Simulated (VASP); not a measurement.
# SiC (P4_2/mnm) in VASP: notebook

Runs on SiC. Level: PBE. Tasks: relaxation of cell and atoms, single point.

Everything below comes from runs of VASP 6.6.1. Logs are shortened: lines on timing, memory, paths and dates and some standing lists are left out, and cuts for length are marked.

## 1. The cell of the first run

It takes space group P4_2/mnm (No. 136, tetragonal). Conventional cell: a = 5.322 Å, b = 5.322 Å, c = 3.093 Å, α = 90.00°, β = 90.00°, γ = 90.00°. Within 2.5 Å of Si (site symmetry m2m) lie 4 C at 1.87 to 1.92 Å. C (site symmetry m2m) has 4 Si at 1.87 to 1.92 Å within 2.5 Å.

The cell was generated, and may not be a known phase.

## 2. Relaxation of cell and atoms, PBE

Contents of INCAR:

```
SYSTEM = SiC
PREC = Accurate ; ENCUT = 600
EDIFF = 1E-6 ; ISMEAR = 0
SIGMA = 0.02 ; LREAL = .FALSE.
LASPH = .TRUE. ; NELM = 80
ALGO = Normal ; ISIF = 3
LWAVE = .FALSE. ; LCHARG = .FALSE.
GGA = PE ; IBRION = 2
NSW = 100 ; EDIFFG = -0.01
```

Contents of KPOINTS:

```
regular mesh
0
G
  6 6 10
  0 0 0
```

Contents of POSCAR:

```
SiC
1.0
    5.3221320272      0.0000000000      0.0000000000
    0.0000000000      5.3221320272      0.0000000000
    0.0000000000      0.0000000000      3.0931216103
Si C
4 4
Direct
    0.6755914987      0.6755914987      0.0000000000
    0.8244085013      0.1755914987      0.5000000000
    0.3244085013      0.3244085013      0.0000000000
    0.1755914987      0.8244085013      0.5000000000
    0.8154227395      0.8154227395      0.5000000000
    0.6845772605      0.3154227395      0.0000000000
    0.1845772605      0.1845772605      0.5000000000
    0.3154227395      0.6845772605      0.0000000000
```

Potentials or basis: VASP PAW PBE potentials, release 64 (Si, C).

Started as:

```sh
cat potpaw_PBE.64/Si/POTCAR potpaw_PBE.64/C/POTCAR > POTCAR
mpirun -np 1 vasp_std > vasp.out
```

OUTCAR:

```text
SYSTEM = SiC
   PREC = Accurate
   ENCUT = 600
   EDIFF = 1E-6
   ISMEAR = 0
   LREAL = .FALSE.
   LASPH = .TRUE.
   NELM = 80
   ISIF = 3
   GGA = PE
   IBRION = 2
   NSW = 100
   EDIFFG = -0.01

 ion  position               nearest neighbor table
   1  0.676  0.676  0.000-   5 1.87   5 1.87   8 1.92   6 1.92   3 2.64
   2  0.824  0.176  0.500-   6 1.87   6 1.87   7 1.92   5 1.92   4 2.64
   3  0.324  0.324  0.000-   7 1.87   7 1.87   8 1.92   6 1.92   1 2.64
   4  0.176  0.824  0.500-   8 1.87   8 1.87   5 1.92   7 1.92   2 2.64
   5  0.815  0.815  0.500-   1 1.87   1 1.87   4 1.92   2 1.92
   6  0.685  0.315  0.000-   2 1.87   2 1.87   3 1.92   1 1.92
   7  0.185  0.185  0.500-   3 1.87   3 1.87   4 1.92   2 1.92
   8  0.315  0.685  0.000-   4 1.87   4 1.87   1 1.92   3 1.92

  LATTYP: Found a simple tetragonal cell.
 ALAT       =     5.3221320272
 C/A-ratio  =     0.5811809242

  Lattice vectors:

 A1 = (   5.3221320272,   0.0000000000,   0.0000000000)
 A2 = (   0.0000000000,   5.3221320272,   0.0000000000)
 A3 = (   0.0000000000,   0.0000000000,   3.0931216103)

Analysis of symmetry for initial positions (statically):
=====================================================================
 Subroutine PRICEL returns:
 Original cell was already a primitive cell.

 Routine SETGRP: Setting up the symmetry group for a
 simple tetragonal supercell.

 Subroutine GETGRP returns: Found 16 space group operations
 (whereof  8 operations were pure point group operations)
 out of a pool of 16 trial point group operations.

The static configuration has the point symmetry D_2h.
 The point group associated with its full space group is D_4h.

Analysis of symmetry for dynamics (positions and initial velocities):
=====================================================================
 Subroutine PRICEL returns:
 Original cell was already a primitive cell.

 Routine SETGRP: Setting up the symmetry group for a
 simple tetragonal supercell.

 Subroutine GETGRP returns: Found 16 space group operations
 (whereof  8 operations were pure point group operations)
 out of a pool of 16 trial point group operations.

The dynamic configuration has the point symmetry D_2h.
 The point group associated with its full space group is D_4h.

 Subroutine INISYM returns: Found 16 space group operations
 (whereof  8 operations are pure point group operations),
 and found     1 'primitive' translations

----------------------------------------------------------------------------------------

                                     Primitive cell

  volume of cell :      87.6129

  direct lattice vectors                    reciprocal lattice vectors
     5.322132027  0.000000000  0.000000000     0.187894625  0.000000000  0.000000000
     0.000000000  5.322132027  0.000000000     0.000000000  0.187894625  0.000000000
     0.000000000  0.000000000  3.093121610     0.000000000  0.000000000  0.323297990

  length of vectors
     5.322132027  5.322132027  3.093121610     0.187894625  0.187894625  0.323297990

  position of ions in fractional coordinates (direct lattice)
     0.675591499  0.675591499  0.000000000
     0.824408501  0.175591499  0.500000000
     0.324408501  0.324408501  0.000000000
     0.175591499  0.824408501  0.500000000
     0.815422740  0.815422740  0.500000000
     0.684577260  0.315422740  0.000000000
     0.184577260  0.184577260  0.500000000
     0.315422740  0.684577260  0.000000000

  ion indices of the primitive-cell ions
   primitive index   ion index
                 1           1
                 2           2
                 3           3
                 4           4
                 5           5
                 6           6
                 7           7
                 8           8

----------------------------------------------------------------------------------------

 KPOINTS: regular mesh

Automatic generation of k-mesh.
 Grid dimensions read from file:
 generate k-points for:    6    6   10

 Generating k-lattice:

  Cartesian coordinates                     Fractional coordinates (reciprocal lattice)
     0.031315771  0.000000000  0.000000000     0.166666667  0.000000000  0.000000000
     0.000000000  0.031315771  0.000000000     0.000000000  0.166666667  0.000000000
     0.000000000  0.000000000  0.032329799     0.000000000  0.000000000  0.100000000

  Length of vectors
     0.031315771  0.031315771  0.032329799

  Shift w.r.t. Gamma in fractional coordinates (k-lattice)
     0.000000000  0.000000000  0.000000000

 Subroutine IBZKPT returns following result:
 ===========================================

 Found     60 irreducible k-points:

 Following reciprocal coordinates:
            Coordinates               Weight
  0.000000  0.000000  0.000000      1.000000
  0.166667  0.000000  0.000000      4.000000
  0.333333  0.000000  0.000000      4.000000
  0.500000  0.000000  0.000000      2.000000
  0.166667  0.166667  0.000000      4.000000
  0.333333  0.166667  0.000000      8.000000
[... 16 lines left out ...]
  0.333333  0.000000  0.200000      8.000000
  0.500000  0.000000  0.200000      4.000000
 [... further k-points ...]
   k-points           NKPTS =     60   k-points in BZ     NKDIM =     60   number of bands    NBANDS=     21
   number of dos      NEDOS =    301   number of ions     NIONS =      8
   total plane-waves  NPLWV =  64512
   dimension x,y,z NGX =    48 NGY =   48 NGZ =   28
   dimension x,y,z NGXF=    96 NGYF=   96 NGZF=   56
   ions per type =               4   4
   NGX,Y,Z   is equivalent  to a cutoff of  14.99, 14.99, 15.05 a.u.
   NGXF,Y,Z  is equivalent  to a cutoff of  29.99, 29.99, 30.10 a.u.
 SYSTEM =  SiC
   PREC   = accura    normal or accurate (medium, high low for compatibility)
   ISTART =      0    job   : 0-new  1-cont  2-samecut
   ICHARG =      2    charge: 1-file 2-atom 10-const
   ISPIN  =      1    spin polarized calculation?
   LNONCOLLINEAR =      F non collinear calculations
   LSORBIT =      F    spin-orbit coupling
   LASPH  =      T    aspherical Exc in radial PAW
   ENCUT  =  600.0 eV  44.10 Ry    6.64 a.u.  10.63 10.63  6.18*2*pi/ulx,y,z
   NELM   =     80;   NELMIN=  2; NELMDL= -5     # of ELM steps
   EDIFF  = 0.1E-05   stopping-criterion for ELM
   LREAL  =      F    real-space projection
   EDIFFG = -.1E-01   stopping-criterion for IOM
   NSW    =    100    number of steps for IOM
   IBRION =      2    ionic relax: 0-MD 1-quasi-New 2-CG
   NFREE  =      1    steps in history (QN), initial steepest desc. (CG)
   ISIF   =      3    stress and relaxation
   ISYM   =      2    0-nonsym 1-usesym 2-fastsym
   POTIM  = 0.5000    time-step for ionic-motion
   TEBEG  =    0.0;   TEEND  =   0.0 temperature during run
   PSTRESS=    0.0 pullay stress
   NELECT =      32.0000    total number of electrons
   NUPDOWN=      -1.0000    fix difference up-down
   EMIN   =  10.00;   EMAX   =-10.00  energy-range for DOS
   EFERMI =   0.00;   METHOD = LEGACY
   ISMEAR =     0;   SIGMA  =   0.02  broadening in eV -4-tet -1-fermi 0-gaus
   EFERMI_NEDOS =   21; number of points for ismear=-14 and -15
   IALGO  =     38    algorithm
   IMIX   =      4    mixing-type and parameters
     AMIX     =   0.40;   BMIX     =  1.00
     AMIX_MAG =   1.60;   BMIX_MAG =  1.00
  volume/ion in A,a.u.               =      10.95        73.91
  Fermi-wavevector in a.u.,A,eV,Ry     =   1.170223  2.211401 18.632124  1.369422
  Thomas-Fermi vector in A             =   2.306685
   LORBIT       =      0    0 simple, 1 ext, 2 COOP (PROOUT), +10 PAW based schemes
   GGA     = PE    functional components
   LHFCALC =     F    Hartree Fock is set to
   AEXX    =    0.0000 exact exchange contribution
   IVDW    =     0    specifies the selected vdW correction
   LEPSILON=     F    determine dielectric tensor
   LRPA    =     F    only Hartree local field effects (RPA)
 conjugate gradient relaxation of ions
 non-spin polarized calculation
 Gauss-broadening in eV      SIGMA  =   0.02
  energy-cutoff  :      600.00
  volume of cell :       87.61
 maximum number of plane-waves:      2961
 NGX is ok and might be reduce to    48
   NGX = 21   NGY = 21   NGZ = 13

--------------------------------------- Ionic step        1  -------------------------------------------

 number of electron      32.0000000 magnetization

 Free energy of the ion-electron system (eV)
  ---------------------------------------------------
  ext. energy  EPLUGINS =         0.00000000
  ---------------------------------------------------
  free energy    TOTEN  =       -59.60831765 eV

  energy without entropy =      -59.60831765  energy(sigma->0) =      -59.60831765

------------------------ aborting loop because EDIFF is reached ----------------------------------------

  FORCE on cell =-STRESS in cart. coord.  units (eV):
  Direction    XX          YY          ZZ          XY          YZ          ZX
  --------------------------------------------------------------------------------------
  -------------------------------------------------------------------------------------
  Total       -0.0489285     -0.0489285     -0.1425562      0.0000000      0.0000000      0.0000000
  in kB       -0.8947543     -0.8947543     -2.6069250      0.0000000      0.0000000      0.0000000
  external PRESSURE =      -1.4654779 kB  Pullay stress =       0.0000000 kB
[... 69 lines left out ...]
  energy  without entropy=      -59.6083129251  energy(sigma->0) =      -59.60831293

--------------------------------------- Ionic step        3  -------------------------------------------

 number of electron      32.0000000 magnetization

 Free energy of the ion-electron system (eV)
  ---------------------------------------------------
  ext. energy  EPLUGINS =         0.00000000
  ---------------------------------------------------
  free energy    TOTEN  =       -59.60835932 eV

  energy without entropy =      -59.60835932  energy(sigma->0) =      -59.60835932

 E-fermi :   7.6550     XC(G=0): -11.0158

 val. band max:        7.5715327757   @ k =   0.0000   0.0000   0.0000
 cond. band min:       9.7753093245   @ k =   0.0000   0.0000   0.3000
 fundamental gap:      2.2037765489
 Fermi energy:         7.6549834792

 k-point     1 :       0.0000    0.0000    0.0000
  band No.  band energies     occupation
      1      -7.7907      2.00000
      2      -4.4622      2.00000
      3      -4.4622      2.00000
      4      -4.0168      2.00000
      5      -0.7630      2.00000
      6       0.9323      2.00000
[... 550 lines left out ...]
      5      -0.2787      2.00000
      6      -0.2787      2.00000
[... 13 lines left out ...]
     20      13.0276      0.00000
     21      14.0260      0.00000

 [... further k-points ...]

------------------------ aborting loop because EDIFF is reached ----------------------------------------

  FORCE on cell =-STRESS in cart. coord.  units (eV):
  Direction    XX          YY          ZZ          XY          YZ          ZX
  --------------------------------------------------------------------------------------
  -------------------------------------------------------------------------------------
  Total       -0.0069384     -0.0069384      0.0043487      0.0000000      0.0000000      0.0000000
  in kB       -0.1269700     -0.1269700      0.0795806      0.0000000      0.0000000      0.0000000
  external PRESSURE =      -0.0581198 kB  Pullay stress =       0.0000000 kB
[... 23 lines left out ...]
  FREE ENERGIE OF THE ION-ELECTRON SYSTEM (eV)
  ---------------------------------------------------
  free  energy   TOTEN  =       -59.6083593196 eV

  energy  without entropy=      -59.6083593196  energy(sigma->0) =      -59.60835932

 reached required accuracy - stopping structural energy minimisation
```

It took 2.3 min on 1 thread of Intel Xeon Platinum 8488C (Sapphire Rapids), shared host; peak memory 0.3 GiB.

Results:

```
Free energy                           : -59.6084 eV
Relaxed volume                        : 10.94 Å³/atom
Relaxed cell                          : a = 5.321 Å, b = 5.321 Å, c = 3.092 Å, α = 90.00°, β = 90.00°, γ = 90.00°
Space group after relaxing (to 0.1 Å) : P4_2/mnm (No. 136)
Energy gained by relaxing             : 0.0 meV/atom
Ionic steps                           : 3
Pressure after relaxing               : 0.0 GPa
Largest force after relaxing          : 0.003 eV/Å
Band gap on the k mesh                : 2.20 eV (least direct gap 2.88 eV)
```

Forces on the atoms (eV/Å):
```
Si  -0.002 -0.002  0.000
Si   0.002 -0.002  0.000
Si   0.002  0.002  0.000
Si  -0.002  0.002  0.000
C    0.001  0.001  0.000
C   -0.001  0.001  0.000
C   -0.001 -0.001  0.000
C    0.001 -0.001  0.000
```

Final structure:
```
Si C
1.0
     5.32138    0.00000    0.00000
     0.00000    5.32138    0.00000
     0.00000    0.00000    3.09185
Si C
4 4
Direct
  0.67560 0.67560 0.00000
  0.82440 0.17560 0.50000
  0.32440 0.32440 0.00000
  0.17560 0.82440 0.50000
  0.81540 0.81540 0.50000
  0.68460 0.31540 0.00000
  0.18460 0.18460 0.50000
  0.31540 0.68460 0.00000
```

Levels at points of the mesh, in eV from the valence-band top:
```csv
k point,band 13,band 14,band 15,band 16,band 17,band 18,band 19,band 20
"(0.00, 0.00, 0.00)",-0.40,-0.07,0.00,0.00,2.88,4.52,5.32,5.32
"(0.50, 0.00, 0.00)",-1.07,-1.07,-0.87,-0.87,4.06,4.06,5.07,5.07
"(0.50, 0.50, 0.00)",-1.88,-1.88,-1.56,-1.56,4.47,4.47,4.57,4.57
"(0.00, 0.00, 0.50)",-2.81,-2.81,-2.70,-2.70,3.05,3.05,6.42,6.42
"(0.50, 0.00, 0.50)",-2.42,-2.42,-1.29,-1.29,3.30,3.30,5.18,5.18
"(0.50, 0.50, 0.50)",-1.95,-1.95,-1.65,-1.65,3.00,3.00,3.50,3.50
```

(Part 1 of 2 ends here.)
